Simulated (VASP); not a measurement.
TiSi2: single point with PBEsol

The system is TiSi2.

```
Ti Si
1.0
     0.00000    4.09737    4.24165
     2.38198    0.00000    4.24165
     2.38198    4.09737    0.00000
Ti Si
2 4
Direct
  0.75000 0.75000 0.75000
  0.50000 0.50000 0.50000
  0.08572 0.41428 0.08572
  0.41428 0.08572 0.41428
  0.16428 0.83572 0.16428
  0.83572 0.16428 0.83572
```

- Program: VASP 6.6.1
- Task: single point
- Functional: PBEsol
- Potentials or basis: VASP PAW PBE potentials, release 64 (Ti_sv, Si)
- Cutoff: 520 eV
- k mesh: 6 × 6 × 6
- Occupations: fermi-dirac, width 0.1 eV
- Spin: no spin polarisation
- Dipole correction: no
- Further INCAR settings: ALGO = Normal; EDIFF = 1e-07; NBANDS = 29

| Property | Result |
| --- | --- |
| Pressure | 0.1 GPa |
| Band gap on the k mesh | zero (bands 20 and 21 overlap by 1.76 eV) |

Levels at points of the mesh, in eV from the Fermi level:
```csv
k point,band 18,band 19,band 20,band 21,band 22,band 23
"(0.00, 0.00, 0.00)",-2.07,-1.81,-1.46,-0.99,2.04,3.14
"(0.50, 0.00, 0.00)",-1.14,-0.08,0.10,0.99,1.35,1.71
"(0.50, 0.50, 0.00)",-1.62,-1.06,-1.06,0.74,0.74,3.24
"(0.50, 0.00, 0.50)",-2.42,-0.92,-0.92,1.25,1.25,3.32
"(0.00, 0.50, 0.50)",-1.23,-0.70,-0.70,0.84,0.84,2.29
```

It took 65 s on 1 thread of Intel(R) Xeon(R) 6975P-C (Granite Rapids), on a shared host, peak memory 0.27 GiB.

Caveat: the PAW data sets were made with another functional, which shifts forces and pressure a little.
